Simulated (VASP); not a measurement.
In:

```
CELL_PARAMETERS angstrom
0.00000 3.28019 3.28019
3.28019 0.00000 3.28019
3.28019 3.28019 0.00000
ATOMIC_POSITIONS crystal
In 0.12500 0.12500 0.12500
In 0.87500 0.87500 0.87500
```

This isn't the form of In at room conditions, which is tetragonal.

| Item | Value |
| --- | --- |
| Program | VASP 6.6.1 |
| Task | relaxation of cell and atoms |
| Functional | revPBE |
| Potentials or basis | VASP PAW PBE potentials, release 64 (In_d) |
| Cutoff | 600 eV |
| k mesh | 8 × 8 × 8 |
| Occupations | fermi-dirac, width 0.1 eV |
| Spin | no spin polarisation |

At the start: pressure 3.1 GPa; volume 35.29 Å³/atom.

Problem. How do energy, volume and symmetry change on relaxing?

Solution. Over 4 steps the energy falls by 36.4 meV/atom and the volume is 39.65 Å³/atom (+12.4 %); space group Fd-3m (No. 227, to 0.1 Å) before and after.

The path:
```
step  energy change (eV)  largest force (eV/Å)  pressure (GPa)  volume (Å³)
   1              0.0000                0.0000            3.06        70.59
   2             -0.0708                0.0000            0.44        77.69
   3             -0.0727                0.0000           -0.14        79.83
   4             -0.0728                0.0000            0.03        79.31
```

Final structure:
```yaml
crystal:
  lattice:
    - [0.00000, 3.41002, 3.41002]
    - [3.41002, 0.00000, 3.41002]
    - [3.41002, 3.41002, 0.00000]
  atoms:
    - { symbol: In, position: [0.12500, 0.12500, 0.12500] }
    - { symbol: In, position: [0.87500, 0.87500, 0.87500] }
```

Caveat: the PAW data sets were made with another functional, which shifts forces and pressure a little.
